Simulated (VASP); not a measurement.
# Sb (I4/mmm) in VASP: a series of runs, part 2 of 2

VASP 6.6.1.

## 4. Relaxation of cell and atoms, revPBE+D3(BJ)

Input file INCAR:

```
SYSTEM = Sb
ALGO = Normal
EDIFF = 1E-7
EDIFFG = -0.01
ENCUT = 600
GGA = RE
IBRION = 2
ISIF = 3
ISMEAR = -1
IVDW = 12
LASPH = .True.
LCHARG = .False.
LREAL = .False.
LWAVE = .False.
NELM = 100
NSW = 60
PREC = Accurate
SIGMA = 0.05
```

Input file KPOINTS:

```
k-points
0
Gamma
  12 12 12
  0 0 0
```

Input file POSCAR:

```
Sb
1.0
   -1.5765401831      1.5765401831      2.7119384313
    1.5765401831     -1.5765401831      2.7119384313
    1.5765401831      1.5765401831     -2.7119384313
Sb
1
Direct
    0.0000000000      0.0000000000      0.0000000000
```

Command:

```console
$ cat potpaw_PBE.64/Sb/POTCAR > POTCAR
$ mpirun -np 1 vasp_std > vasp.out
```

It took 59 s on 1 thread of Intel Xeon 6975P-C (Granite Rapids), shared host; peak memory 0.2 GiB.

The run converged. Its results:

```yaml
Free_energy: -4.5165 eV
Relaxed_volume: 25.50 Å³/atom
Relaxed_cell: a = 3.400 Å, b = 3.400 Å, c = 3.400 Å, α = 124.78°, β = 124.78°, γ = 81.90°
Space_group_after_relaxing_to_0.1_Å: I4/mmm (No. 139)
Energy_gained_by_relaxing: 19.5 meV/atom
Ionic_steps: 10
Pressure_after_relaxing: 0.0 GPa
Band_gap_on_the_k_mesh: zero (an odd number of electrons rules out a gap without spin polarisation)
Dispersion_energy_per_atom: -1.040 eV
```

The path:
```tsv
step	energy change (eV)	largest force (eV/Å)	pressure (GPa)	volume (Å³)
1	0.0000	0.0000	-3.13	26.96
2	-0.0102	0.0000	2.02	24.96
3	-0.0140	0.0000	0.08	25.61
4	-0.0160	0.0000	0.10	25.56
5	-0.0193	0.0000	0.35	25.38
6	-0.0193	0.0000	0.38	25.37
7	-0.0191	0.0000	-0.54	25.69
8	-0.0195	0.0000	0.02	25.49
9	-0.0195	0.0000	0.02	25.50
10	-0.0195	0.0000	0.00	25.50
```

Final structure:
```
CELL_PARAMETERS angstrom
-1.57569 1.57569 2.56777
1.57569 -1.57569 2.56777
1.57569 1.57569 -2.56777
ATOMIC_POSITIONS crystal
Sb 0.00000 0.00000 0.00000
```

Levels at points of the mesh, in eV from the Fermi level:
| k point | band 1 | band 2 | band 3 | band 4 | band 5 | band 6 |
| --- | --- | --- | --- | --- | --- | --- |
| (0.00, 0.00, 0.00) | -13.37 | 5.50 | 5.80 | 5.80 | 9.63 | 10.41 |
| (0.50, 0.00, 0.00) | -9.25 | -6.17 | 2.48 | 5.24 | 6.87 | 10.01 |
| (0.50, 0.50, 0.00) | -6.78 | -4.82 | -0.69 | 0.49 | 3.61 | 4.29 |
| (0.50, 0.50, 0.50) | -8.85 | -5.87 | 1.71 | 1.71 | 5.50 | 5.65 |

Caveat: the PAW data sets were made with another functional, which shifts forces and pressure a little; spin-orbit coupling is left out, which moves the levels of the heavy elements.

## 5. Relaxation of cell and atoms, revPBE+D4

Input file INCAR:

```
SYSTEM = Sb
PREC = Accurate
ENCUT = 600
EDIFF = 1E-6
ISMEAR = -1
SIGMA = 0.05
LREAL = .False.
LASPH = .True.
NELM = 60
ALGO = Normal
ISIF = 3
LWAVE = .False.
LCHARG = .False.
GGA = RE
IVDW = 13
IBRION = 2
NSW = 60
EDIFFG = -0.01
```

Input file KPOINTS:

```
Automatic mesh
0
Gamma
  12 12 12
  0 0 0
```

POSCAR is that of step 4.

Command:

```console
$ cat potpaw_PBE.64/Sb/POTCAR > POTCAR
$ mpirun -np 1 vasp_std > vasp.out
```

Wall time 48 s (1 thread of Intel Xeon 6975P-C (Granite Rapids), shared host); peak memory 0.18 GiB.

It converged, with:

- Free energy: -4.4194 eV
- Relaxed volume: 25.86 Å³/atom
- Relaxed cell: a = 3.418 Å, b = 3.418 Å, c = 3.418 Å, α = 124.87°, β = 124.87°, γ = 81.76°
- Space group after relaxing (to 0.1 Å): I4/mmm (No. 139)
- Energy gained by relaxing: 12.2 meV/atom
- Ionic steps: 9
- Pressure after relaxing: 0.0 GPa
- Band gap on the k mesh: zero (an odd number of electrons rules out a gap without spin polarisation)
- Dispersion energy per atom: -0.930 eV

Step by step:
| step | energy change (eV) | largest force (eV/Å) | pressure (GPa) | volume (Å³) |
| --- | --- | --- | --- | --- |
| 1 | 0.0000 | 0.0000 | -2.30 | 26.96 |
| 2 | -0.0058 | 0.0000 | 1.42 | 25.48 |
| 3 | -0.0077 | 0.0000 | 0.10 | 25.95 |
| 4 | -0.0091 | 0.0000 | 0.11 | 25.91 |
| 5 | -0.0119 | 0.0000 | 0.32 | 25.76 |
| 6 | -0.0120 | 0.0000 | 0.40 | 25.71 |
| 7 | -0.0120 | 0.0000 | 0.37 | 25.73 |
| 8 | -0.0118 | 0.0000 | -0.56 | 26.07 |
| 9 | -0.0122 | 0.0000 | 0.01 | 25.86 |

Final structure:
```xyz
1
Lattice="-1.5816 1.5816 2.5840 1.5816 -1.5816 2.5840 1.5816 1.5816 -2.5840" Properties=species:S:1:pos:R:3 pbc="T T T"
Sb    0.0000    0.0000    0.0000
```

Levels at points of the mesh, in eV from the Fermi level:
```csv
k point,band 1,band 2,band 3,band 4,band 5,band 6
"(0.00, 0.00, 0.00)",-13.26,5.37,5.70,5.70,9.57,10.42
"(0.50, 0.00, 0.00)",-9.22,-6.08,2.41,5.17,6.80,9.95
"(0.50, 0.50, 0.00)",-6.80,-4.75,-0.71,0.49,3.60,4.29
"(0.50, 0.50, 0.50)",-8.85,-5.79,1.71,1.71,5.50,5.64
```

Caveat: the PAW data sets were made with another functional, which shifts forces and pressure a little; spin-orbit coupling is left out, which moves the levels of the heavy elements.

## 6. Single point, HF

This run uses another cell than the first one, of 28.91 Å³/atom.

Input file POSCAR:

```
Sb
1.0
   -1.6081875819      1.6081875819      2.7941653573
    1.6081875819     -1.6081875819      2.7941653573
    1.6081875819      1.6081875819     -2.7941653573
Sb
1
Direct
    0.0000000000      0.0000000000      0.0000000000
```

Input file INCAR.step1:

```
PREC     = Accurate       # precision mode
ENCUT    = 520            # plane-wave cutoff, eV
EDIFF    = 1E-5           # SCF threshold, eV
ISMEAR   = -1             # smearing method
SIGMA    = 0.05           # smearing width, eV
LREAL    = F              # projectors in reciprocal space
LASPH    = T              # aspherical terms in the spheres
NELM     = 80             # most SCF steps
ALGO     = Normal         # electronic algorithm
ISIF     = 2              # what is computed and relaxed
LWAVE    = T              # write WAVECAR
LCHARG   = F              # write CHGCAR
GGA      = PE             # functional
NBANDS   = 8              # bands
```

Input file INCAR.step2:

```
PREC     = Accurate       # precision mode
ENCUT    = 520            # plane-wave cutoff, eV
EDIFF    = 1E-6           # SCF threshold, eV
ISMEAR   = -1             # smearing method
SIGMA    = 0.05           # smearing width, eV
LREAL    = F              # projectors in reciprocal space
LASPH    = T              # aspherical terms in the spheres
NELM     = 80             # most SCF steps
ALGO     = Normal         # electronic algorithm
ISIF     = 2              # what is computed and relaxed
LWAVE    = F              # write WAVECAR
LCHARG   = F              # write CHGCAR
GGA      = PE             # functional
LHFCALC  = T              # exact exchange
AEXX     = 1.0            # exact-exchange fraction
ALDAC    = 0.0          
AGGAC    = 0.0          
PRECFOCK = Normal       
ISTART   = 1            
NBANDS   = 8              # bands
```

Input file KPOINTS:

```
regular mesh
0
Gamma
  6 6 6
```

Potentials or basis: VASP PAW PBE potentials, release 64 (Sb).

Command:

```console
$ cat potpaw_PBE.64/Sb/POTCAR > POTCAR
$ cp INCAR.step1 INCAR
$ mpirun -np 1 vasp_std > vasp.out
$ cp INCAR.step2 INCAR
$ mpirun -np 1 vasp_std > vasp.out
```

It took 51 min on 1 thread of Intel Xeon Platinum 8375C at 2.90GHz (Ice Lake), shared host; peak memory 0.17 GiB.

It converged, with:

| Item | Value |
| --- | --- |
| Free energy | -26.5567 eV |
| Pressure | -23.0 GPa |
| Band gap on the k mesh | zero (an odd number of electrons rules out a gap without spin polarisation) |

Stress tensor (GPa, compression positive):
```
-31.27   0.00   0.00
  0.00 -31.27   0.00
  0.00   0.00  -6.38
```

Levels at points of the mesh, in eV from the Fermi level:
| k point | band 1 | band 2 | band 3 | band 4 | band 5 | band 6 | band 7 | band 8 |
| --- | --- | --- | --- | --- | --- | --- | --- | --- |
| (0.00, 0.00, 0.00) | -13.18 | 3.42 | 4.04 | 4.04 | 19.19 | 20.34 | 20.56 | 21.06 |
| (0.50, 0.00, 0.00) | -9.41 | -7.42 | 0.90 | 3.99 | 14.98 | 16.39 | 19.50 | 20.38 |
| (0.50, 0.50, 0.00) | -8.44 | -5.75 | -3.24 | 0.71 | 12.08 | 12.88 | 17.81 | 18.67 |
| (0.50, 0.50, 0.50) | -8.86 | -7.94 | 1.46 | 1.46 | 14.68 | 15.37 | 16.82 | 20.40 |

Caveat: the k points lie up to 0.38 Å⁻¹ apart, too coarse for converged energies and pressures of a metal; the PAW data sets were made with another functional, which shifts forces and pressure a little; spin-orbit coupling is left out, which moves the levels of the heavy elements.

## 7. The runs side by side

```tsv
task	level	cell	k mesh	cutoff (eV)	grid for exact exchange (PRECFOCK)	share of exact exchange	gap on the mesh (eV)	pressure (GPa)	relaxed volume (Å³/atom)
relaxation of cell and atoms	RPBE+D3(BJ)	relaxed from a = 3.511 Å, angles 126.6, 126.6, 78.8°, 1 atom	12 × 12 × 12	600	-	-	none	0.0	19.96
relaxation of cell and atoms	RPBE+D4	relaxed from a = 3.511 Å, angles 126.6, 126.6, 78.8°, 1 atom	12 × 12 × 12	600	-	-	none	0.0	25.70
relaxation of cell and atoms	revPBE+D3(BJ)	relaxed from a = 3.511 Å, angles 126.6, 126.6, 78.8°, 1 atom	12 × 12 × 12	600	-	-	none	0.0	25.50
relaxation of cell and atoms	revPBE+D4	relaxed from a = 3.511 Å, angles 126.6, 126.6, 78.8°, 1 atom	12 × 12 × 12	600	-	-	none	0.0	25.86
single point	HF	a = 3.603 Å, angles 127.0, 127.0, 78.3°, 1 atom	6 × 6 × 6	520	Normal	1	none	-23.0	-
```

Alike in all rows: potentials or basis VASP PAW PBE potentials, release 64 (Sb); no spin polarisation; smearing fermi-dirac 0.05 eV.

Caveats: some runs use coarse meshes; the PAW data sets were made with another functional, which shifts forces and pressure a little; spin-orbit coupling is left out, which moves the levels of the heavy elements; the volume moved by over 15 % at a fixed basis, so the end points are rough (at least some runs).

Total energies depend on the potentials used, so only differences within one code and one set of settings carry meaning.
